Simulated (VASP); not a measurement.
Set up this calculation in VASP 6.6.1, as the native input.

| Property | Result |
| --- | --- |
| Task | single point |
| Functional | LDA |
| Potentials or basis | VASP PAW LDA potentials, release 64 (Si, Ga_d) |
| Cutoff | 520 eV |
| k mesh | 2 × 2 × 2 |
| Occupations | fermi-dirac, width 0.02 eV |
| Spin | collinear spin, ferromagnetic start |
| Starting moments | [0.0, 0.0, 0.0, 0.0, 0.0, 0.0, 0.0, 0.0, 0.0, 0.0, 0.0, 0.0, 0.0, 0.0, 0.0, 0.0, 1.0] μB |
| Dipole correction | no |
| Further INCAR settings | LREAL = Auto; ALGO = Normal; EDIFF = 1e-06; NBANDS = 56 |

The structure of GaSi16 (a cell with a defect) lies in POSCAR:

```
GaSi16
1.0
    0.0000000000      5.4300000000      5.4300000000
    5.4300000000      0.0000000000      5.4300000000
    5.4300000000      5.4300000000      0.0000000000
Si Ga
16 1
Direct
    0.0004483508     -0.0009268873     -0.0006548177
    0.1208327217      0.1200420904      0.1201854006
   -0.0025790539     -0.0030234431      0.5022111669
    0.1210631143      0.1203272210      0.6371807544
   -0.0025261440      0.5020466956     -0.0029112862
    0.1211089326      0.6369113237      0.1205197875
   -0.0024990673      0.5022342301      0.5024113471
    0.1290368640      0.6233501465      0.6234661362
    0.5030044759     -0.0032579918     -0.0031979332
    0.6382790248      0.1201436969      0.1202805722
    0.5029681608     -0.0030001706      0.5022292363
    0.6238408995      0.1287764426      0.6231544630
    0.5029866518      0.5020777224     -0.0029026668
    0.6238817945      0.6230790741      0.1287945895
    0.5000908943      0.4997629098      0.4997991337
    0.6238136944      0.6233980703      0.6234923537
    0.2505089358      0.2489935794      1.2492889827
```

The input as run:

INCAR

```
PREC     = Accurate       # precision mode
ENCUT    = 520            # plane-wave cutoff, eV
EDIFF    = 1E-6           # SCF threshold, eV
ISMEAR   = -1             # smearing method
SIGMA    = 0.02           # smearing width, eV
LREAL    = Auto         
LASPH    = True           # aspherical terms in the spheres
NELM     = 150            # most SCF steps
ALGO     = Normal         # electronic algorithm
ISIF     = 2              # what is computed and relaxed
LWAVE    = False          # write WAVECAR
LCHARG   = False          # write CHGCAR
ISPIN    = 2              # spin polarisation
MAGMOM   = 0 0 0 0 0 0 0 0 0 0 0 0 0 0 0 0 1 # initial moments
LORBIT   = 11             # projections on sites
NBANDS   = 56             # bands
```

KPOINTS

```
Automatic mesh
0
Gamma
  2 2 2
```

Potentials or basis: VASP PAW LDA potentials, release 64 (Si, Ga_d).

Command:

```bash
$ cat potpaw_LDA.64/Si/POTCAR potpaw_LDA.64/Ga_d/POTCAR > POTCAR
$ mpirun -np 1 vasp_std > vasp.out
```

Results of the run:

```json
{
 "Pressure": "2.4 GPa",
 "Largest force": "0.007 eV/Å",
 "Net moment": "0.00 μB per cell",
 "Valence electrons inside the program's atomic spheres": "Si 1.77, 1.71, 1.69, 1.72; Ga 11.89"
}
```

Caveat: the k points lie up to 0.50 Å⁻¹ apart.

It used 1800 s of CPU time on 1 thread of AMD EPYC 7R13 Processor (Zen 3), with other jobs on the host.
